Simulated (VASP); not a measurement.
Crystal: La.

```xyz
1
Lattice="0.0000 2.6546 2.6546 2.6546 0.0000 2.6546 2.6546 2.6546 0.0000" Properties=species:S:1:pos:R:3 pbc="T T T"
La    0.0000    0.0000    0.0000
```

This isn't the form of La at room conditions, which is double hcp.

| Quantity | Value |
| --- | --- |
| Program | VASP 6.6.1 |
| Task | relaxation of cell and atoms |
| Functional | BLYP |
| Potentials or basis | VASP PAW PBE potentials, release 64 (La) |
| Cutoff | 600 eV |
| k mesh | 10 × 10 × 10 |
| Occupations | fermi-dirac, width 0.1 eV |
| Spin | no spin polarisation |

At the start: pressure 1.9 GPa; volume 37.42 Å³/atom.

Q: Where does the relaxation end?

A: Over 3 steps the energy falls by 14.7 meV/atom and the volume is 40.03 Å³/atom (+7.0 %); space group Fm-3m (No. 225, to 0.1 Å) before and after.

Step by step:
| step | energy change (eV) | largest force (eV/Å) | pressure (GPa) | volume (Å³) |
| --- | --- | --- | --- | --- |
| 1 | 0.0000 | 0.0000 | 1.88 | 37.42 |
| 2 | -0.0146 | 0.0000 | 0.12 | 39.84 |
| 3 | -0.0147 | 0.0000 | 0.00 | 40.03 |

Final structure:
```
CELL_PARAMETERS angstrom
0.00000 2.71503 2.71503
2.71503 0.00000 2.71503
2.71503 2.71503 0.00000
ATOMIC_POSITIONS crystal
La 0.00000 0.00000 0.00000
```

Caveat: the PAW data sets were made with another functional, which shifts forces and pressure a little.
